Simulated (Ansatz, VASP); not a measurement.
## SiO2 in VASP and in Ansatz

```
Si O
1.0
     5.17861    0.00000    0.00000
     0.00000    5.17861    0.00000
     0.00000    0.00000    7.09209
Si O
4 8
Direct
  0.21548 0.21548 0.00000
  0.28452 0.71548 0.75000
  0.71548 0.28452 0.25000
  0.78452 0.78452 0.50000
  0.57333 0.74425 0.66542
  0.42667 0.25575 0.16542
  0.74425 0.57333 0.33458
  0.24425 0.92667 0.91542
  0.25575 0.42667 0.83458
  0.07333 0.75575 0.58458
  0.92667 0.24425 0.08458
  0.75575 0.07333 0.41542
```

Alike in both runs: task single point; functional PBEsol; k mesh 6 × 6 × 4; occupations gaussian, width 0.02 eV; no spin polarisation.

|  | VASP | Ansatz |
| --- | --- | --- |
| version | VASP 6.6.1 | Ansatz 0.2.0 |
| potentials or method | VASP PAW PBE potentials, release 64 (Si, O), cutoff 520 eV | scalar-relativistic, plane waves, PAW |
| valence electrons in the cell | 64 | 64 |

VASP gave:

* gap on the k mesh at the Fermi level (eV): 5.47
* least direct gap on the mesh (eV): 5.47
* pressure (GPa): -0.5
* traceless stress, the component that is largest in VASP (GPa): 0.93
* rms of the force components (eV/Å): 0.009

Problem. Estimate Ansatz's values.

Solution. gap on the k mesh at the Fermi level (eV): 5.47; least direct gap on the mesh (eV): 5.47; pressure (GPa): -0.9; traceless stress, the component that is largest in VASP (GPa): 0.96; rms of the force components (eV/Å): 0.000.

VASP's potentials were made for PBE, not for PBEsol. Atom by atom the forces differ by 0.009 eV/Å (rms over components). The functional is the same, so the differences come from potentials, cutoffs and numerics.
